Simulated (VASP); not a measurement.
Al17N16 (a cell with a defect), 33 atoms in the cell. The cell holds a defect, 33 atoms: a = 6.260 Å, b = 6.260 Å, c = 10.035 Å, α = 90.00°, β = 90.00°, γ = 120.00°. 

* Program: VASP 6.6.1
* Task: single point
* Functional: LDA
* Potentials or basis: VASP PAW LDA potentials, release 64 (Al, N)
* Cutoff: 520 eV
* k mesh: 1 × 1 × 1, shifted
* Occupations: fermi-dirac, width 0.01 eV
* Spin: no spin polarisation
* Dipole correction: no
* Charge: 1
* Further INCAR settings: LREAL = Auto; ALGO = Normal; EDIFF = 1e-06; NBANDS = 88; NELECT = 130.0

Potentials or basis: VASP PAW LDA potentials, release 64 (Al, N).

Run with:

```console
$ cat potpaw_LDA.64/Al/POTCAR potpaw_LDA.64/N/POTCAR > POTCAR
$ mpirun -np 1 vasp_std > vasp.out
```

Hardware: 1 thread of Intel(R) Xeon(R) 6975P-C (Granite Rapids) (shared host).

Task: How long does it take, and how much memory?

Result: Wall time 3.1 min on 1 thread of Intel(R) Xeon(R) 6975P-C (Granite Rapids), with other jobs on the host, peak memory 0.39 GiB. Counts: scf iterations 15, k points 6.
